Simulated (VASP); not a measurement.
Fe: single point with PBE

Fe:

```
CELL_PARAMETERS angstrom
-1.46450 1.46450 1.46450
1.46450 -1.46450 1.46450
1.46450 1.46450 -1.46450
ATOMIC_POSITIONS crystal
Fe 0.00000 0.00000 0.00000
```

| Item | Value |
| --- | --- |
| Program | VASP 6.6.1 |
| Task | single point |
| Functional | PBE |
| Potentials or basis | VASP PAW PBE potentials, release 64 (Fe) |
| Cutoff | 520 eV |
| k mesh | 5 × 5 × 5 |
| Occupations | gaussian, width 0.1 eV |
| Spin | non-collinear spin, typed start, spin-orbit coupling |
| Starting moments | [[0.0, 0.0, 2.2]] μB |
| Dipole correction | no |
| Further INCAR settings | ALGO = Normal; EDIFF = 1e-06; NBANDS = 19 |

The pressure is -11.8 GPa and the net moment is 2.47 μB per cell. The valence electrons inside the program's atomic spheres are Fe 7.08.

Moments on the atoms (μB; x, y, z):
```
Fe  0.00 0.00 2.47
```

Wall time 57 s on 1 thread of AMD EPYC 7R13, on a shared host, peak memory 0.13 GiB.

Caveat: the k points lie up to 0.61 Å⁻¹ apart.
